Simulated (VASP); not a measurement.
# Ga2SiS (Cmmm) in VASP: single point with PBE

Aim: the single point of Ga2SiS with PBE.

Program: VASP 6.6.1. These are calculated values, not measurements. Logs are shortened: lines on timing, memory, paths and dates and some standing lists are left out, and cuts for length are marked.

## 1. The cell of the first run

Symmetry: Cmmm, No. 65, orthorhombic system. The conventional cell has a = 5.127 Å, b = 6.154 Å, c = 5.947 Å, α = 90.00°, β = 90.00°, γ = 90.00°. Within 3.4 Å of Ga (site symmetry mmm) lie 4 Ga at 2.56 to 3.08 Å and 2 Si at 2.97 Å. Ga (site symmetry mmm) has 4 Ga at 2.56 to 3.08 Å and 2 S at 2.97 Å within 3.4 Å. Si (site symmetry mmm) has 4 S at 2.56 to 3.08 Å and 2 Ga at 2.97 Å within 3.4 Å. S (site symmetry mmm) has 4 Si at 2.56 to 3.08 Å and 2 Ga at 2.97 Å within 3.4 Å.

## 2. Single point, PBE

Input file INCAR:

```
SYSTEM = Ga2SiS
PREC = Accurate
ENCUT = 520
EDIFF = 1E-7
ISMEAR = 0
SIGMA = 0.1
LREAL = .False.
LASPH = .True.
NELM = 60
ALGO = Normal
ISIF = 2
LWAVE = .False.
LCHARG = .False.
GGA = PE
NBANDS = 26
```

Input file KPOINTS:

```
regular mesh
0
Gamma
  4 4 4
  0 0 0
```

Input file POSCAR:

```
Ga2SiS
1.0
    2.5633537900     -3.0770222900      0.0000000000
    2.5633537900      3.0770222900      0.0000000000
    0.0000000000      0.0000000000      5.9474126700
Ga Si S
2 1 1
Direct
    0.0000000000      0.0000000000      0.5000000000
    0.5000000000      0.5000000000      0.5000000000
    0.0000000000      0.0000000000      0.0000000000
    0.5000000000      0.5000000000      0.0000000000
```

Potentials or basis: VASP PAW PBE potentials, release 64 (Ga_d, Si, S).

The run is started by

```
$ cat potpaw_PBE.64/Ga_d/POTCAR potpaw_PBE.64/Si/POTCAR potpaw_PBE.64/S/POTCAR > POTCAR
$ mpirun -np 1 vasp_std > vasp.out
```

OUTCAR:

```text
SYSTEM = Ga2SiS
   PREC = Accurate
   ENCUT = 520
   EDIFF = 1E-7
   ISMEAR = 0
   LREAL = .False.
   LASPH = .True.
   NELM = 60
   ISIF = 2
   GGA = PE

 ion  position               nearest neighbor table
   1  0.000  0.000  0.500-   2 2.56   2 2.56   3 2.97   3 2.97
   2  0.500  0.500  0.500-   1 2.56   1 2.56
   3  0.000  0.000  0.000-   4 2.56   4 2.56   1 2.97   1 2.97
   4  0.500  0.500  0.000-   3 2.56   3 2.56

  LATTYP: Found a base centered orthorhombic cell.
 ALAT       =     5.1267075800
 B/A-ratio  =     1.2003892330
 C/A-ratio  =     1.1600842407

  Lattice vectors:

 A1 = (   2.5633537900,  -3.0770222900,   0.0000000000)
 A2 = (   2.5633537900,   3.0770222900,   0.0000000000)
 A3 = (   0.0000000000,   0.0000000000,   5.9474126700)

Analysis of symmetry for initial positions (statically):
=====================================================================
 Subroutine PRICEL returns:
 Original cell was already a primitive cell.

 Routine SETGRP: Setting up the symmetry group for a
 base centered orthorhombic supercell.

 Subroutine GETGRP returns: Found  8 space group operations
 (whereof  8 operations were pure point group operations)
 out of a pool of  8 trial point group operations.

The static configuration has the point symmetry D_2h.

Analysis of symmetry for dynamics (positions and initial velocities):
=====================================================================
 Subroutine PRICEL returns:
 Original cell was already a primitive cell.

 Routine SETGRP: Setting up the symmetry group for a
 base centered orthorhombic supercell.

 Subroutine GETGRP returns: Found  8 space group operations
 (whereof  8 operations were pure point group operations)
 out of a pool of  8 trial point group operations.

The dynamic configuration has the point symmetry D_2h.

 Subroutine INISYM returns: Found  8 space group operations
 (whereof  8 operations are pure point group operations),
 and found     1 'primitive' translations

----------------------------------------------------------------------------------------

                                     Primitive cell

  volume of cell :      93.8204

  direct lattice vectors                    reciprocal lattice vectors
     2.563353790 -3.077022290  0.000000000     0.195056961 -0.162494760  0.000000000
     2.563353790  3.077022290  0.000000000     0.195056961  0.162494760  0.000000000
[... 85 lines left out ...]
   EDIFF  = 0.1E-06   stopping-criterion for ELM
   LREAL  =      F    real-space projection
   EDIFFG = 0.1E-05   stopping-criterion for IOM
   NSW    =      0    number of steps for IOM
   IBRION =     -1    ionic relax: 0-MD 1-quasi-New 2-CG
   NFREE  =      0    steps in history (QN), initial steepest desc. (CG)
   ISIF   =      2    stress and relaxation
   ISYM   =      2    0-nonsym 1-usesym 2-fastsym
   POTIM  = 0.5000    time-step for ionic-motion
   TEBEG  =    0.0;   TEEND  =   0.0 temperature during run
   PSTRESS=    0.0 pullay stress
   NELECT =      36.0000    total number of electrons
   NUPDOWN=      -1.0000    fix difference up-down
   EMIN   =  10.00;   EMAX   =-10.00  energy-range for DOS
   EFERMI =   0.00;   METHOD = LEGACY
   ISMEAR =     0;   SIGMA  =   0.10  broadening in eV -4-tet -1-fermi 0-gaus
   EFERMI_NEDOS =   21; number of points for ismear=-14 and -15
   IALGO  =     38    algorithm
   IMIX   =      4    mixing-type and parameters
     AMIX     =   0.40;   BMIX     =  1.00
     AMIX_MAG =   1.60;   BMIX_MAG =  1.00
  volume/ion in A,a.u.               =      23.46       158.28
  Fermi-wavevector in a.u.,A,eV,Ry     =   1.189625  2.248064 19.255054  1.415207
  Thomas-Fermi vector in A             =   2.325728
   LORBIT       =      0    0 simple, 1 ext, 2 COOP (PROOUT), +10 PAW based schemes
   GGA     = PE    functional components
   LHFCALC =     F    Hartree Fock is set to
   AEXX    =    0.0000 exact exchange contribution
   IVDW    =     0    specifies the selected vdW correction
   LEPSILON=     F    determine dielectric tensor
   LRPA    =     F    only Hartree local field effects (RPA)
 non-spin polarized calculation
 Gauss-broadening in eV      SIGMA  =   0.10
  energy-cutoff  :      520.00
  volume of cell :       93.82
 maximum number of plane-waves:      2562
 NGX is ok and might be reduce to    30
   NGX = 15   NGY = 15   NGZ = 23

 number of electron      35.9999969 magnetization

 Free energy of the ion-electron system (eV)
  ---------------------------------------------------
  ext. energy  EPLUGINS =         0.00000000
  ---------------------------------------------------
  free energy    TOTEN  =       -14.32942645 eV

  energy without entropy =      -14.32079579  energy(sigma->0) =      -14.32511112

 E-fermi :   3.8067     XC(G=0):  -9.4669

 val. band max:        3.6524306586   @ k =   0.0000   0.0000   0.5000
 cond. band min:       3.8123925677   @ k =   0.5000   0.0000   0.0000
 fundamental gap:      0.1599619091
 Fermi energy:         3.8066642259

 k-point     1 :       0.0000    0.0000    0.0000
  band No.  band energies     occupation
      1     -11.2040      2.00000
      2     -10.9948      2.00000
      3     -10.9640      2.00000
      4     -10.9567      2.00000
      5     -10.8631      2.00000
      6     -10.7878      2.00000
[... 598 lines left out ...]
     25      10.3038      0.00000
     26      10.3344      0.00000

------------------------ aborting loop because EDIFF is reached ----------------------------------------

  FORCE on cell =-STRESS in cart. coord.  units (eV):
  Direction    XX          YY          ZZ          XY          YZ          ZX
  --------------------------------------------------------------------------------------
  -------------------------------------------------------------------------------------
  Total       -2.7434597     -5.5442541     -4.8884641      0.0000000      0.0000000      0.0000000
  in kB      -46.8502491    -94.6796066    -83.4806370      0.0000000      0.0000000      0.0000000
  external PRESSURE =     -75.0034975 kB  Pullay stress =       0.0000000 kB

 VOLUME and BASIS-vectors are now :
 -----------------------------------------------------------------------------
  energy-cutoff  :      520.00
  volume of cell :       93.82
      direct lattice vectors                 reciprocal lattice vectors
     2.563353790 -3.077022290  0.000000000     0.195056961 -0.162494760  0.000000000
     2.563353790  3.077022290  0.000000000     0.195056961  0.162494760  0.000000000
     0.000000000  0.000000000  5.947412670     0.000000000  0.000000000  0.168140342

 POSITION                                       TOTAL-FORCE (eV/Angst)
 -----------------------------------------------------------------------------------
      0.00000      0.00000      2.97371        -0.000000     -0.000000      0.000000
      2.56335      0.00000      2.97371         0.000000      0.000000      0.000000
      0.00000      0.00000      0.00000        -0.000000     -0.000000      0.000000
      2.56335      0.00000      0.00000        -0.000000     -0.000000      0.000000
 -----------------------------------------------------------------------------------
    total drift:                                0.000000      0.000000      0.000000

  FREE ENERGIE OF THE ION-ELECTRON SYSTEM (eV)
  ---------------------------------------------------
  free  energy   TOTEN  =       -14.3294264496 eV

  energy  without entropy=      -14.3207957905  energy(sigma->0) =      -14.32511112
```

OSZICAR:

```text
N       E                     dE             d eps       ncg     rms          rms(c)
DAV:   1     0.238236821708E+03    0.23824E+03   -0.16957E+04  1106   0.191E+03
DAV:   2     0.155654659144E+02   -0.22267E+03   -0.21522E+03  1190   0.439E+02
DAV:   3    -0.134373146407E+02   -0.29003E+02   -0.28395E+02  1378   0.120E+02
DAV:   4    -0.145540738627E+02   -0.11168E+01   -0.11117E+01  1290   0.242E+01
DAV:   5    -0.145852297510E+02   -0.31156E-01   -0.31120E-01  1484   0.379E+00    0.543E+00
DAV:   6    -0.143352803310E+02    0.24995E+00   -0.58603E-01  1310   0.545E+00    0.349E+00
DAV:   7    -0.143282019064E+02    0.70784E-02   -0.12879E-01  1300   0.257E+00    0.156E+00
DAV:   8    -0.143289616235E+02   -0.75972E-03   -0.19650E-02  1332   0.146E+00    0.289E-01
DAV:   9    -0.143292323445E+02   -0.27072E-03   -0.18508E-03  1382   0.997E-01    0.835E-02
DAV:  10    -0.143293831912E+02   -0.15085E-03   -0.56662E-04  1280   0.355E-01    0.415E-02
DAV:  11    -0.143294231109E+02   -0.39920E-04   -0.12858E-04  1300   0.143E-01    0.205E-02
DAV:  12    -0.143294262175E+02   -0.31066E-05   -0.37020E-05  1358   0.126E-01    0.475E-03
DAV:  13    -0.143294260973E+02    0.12026E-06   -0.75384E-06  1380   0.800E-02    0.265E-03
DAV:  14    -0.143294265376E+02   -0.44034E-06   -0.29633E-06  1558   0.151E-02    0.135E-03
DAV:  15    -0.143294264496E+02    0.87971E-07   -0.49662E-07  1204   0.177E-02
   1 F= -.14329426E+02 E0= -.14325111E+02  d E =-.863066E-02
```

Wall time 21 s (1 thread of Intel Xeon 6975P-C (Granite Rapids), shared host); peak memory 0.21 GiB.

What came out:

```
Free energy            : -14.3294 eV
Pressure               : -7.5 GPa
Band gap on the k mesh : zero (band 18 reaches 4.61 eV, above the bottom of band 19 at 1.89 eV)
```

Levels at points of the mesh, in eV from the Fermi level:
| k point | band 14 | band 15 | band 16 | band 17 | band 18 | band 19 | band 20 | band 21 | band 22 | band 23 |
| --- | --- | --- | --- | --- | --- | --- | --- | --- | --- | --- |
| (0.00, 0.00, 0.00) | -4.61 | -4.21 | -2.06 | 0.13 | 0.22 | 0.73 | 1.86 | 2.99 | 3.81 | 4.52 |
| (0.50, 0.00, 0.00) | -5.16 | -3.34 | -2.29 | -1.92 | 0.01 | 0.06 | 1.50 | 3.15 | 3.44 | 4.78 |
| (0.50, 0.50, 0.00) | -4.85 | -4.81 | -3.21 | -2.12 | -1.70 | -1.67 | -0.76 | 3.40 | 4.05 | 4.10 |
| (0.00, 0.00, 0.50) | -4.14 | -2.31 | -1.99 | -0.64 | -0.15 | 0.21 | 2.00 | 2.40 | 3.83 | 4.15 |
| (0.50, 0.00, 0.50) | -6.26 | -2.24 | -1.31 | -0.26 | 0.09 | 1.21 | 1.55 | 2.32 | 2.68 | 2.75 |
| (0.50, 0.50, 0.50) | -5.21 | -4.63 | -3.51 | -2.38 | -2.15 | -0.76 | 2.21 | 2.60 | 3.92 | 4.45 |

Caveat: the k points lie up to 0.40 Å⁻¹ apart.
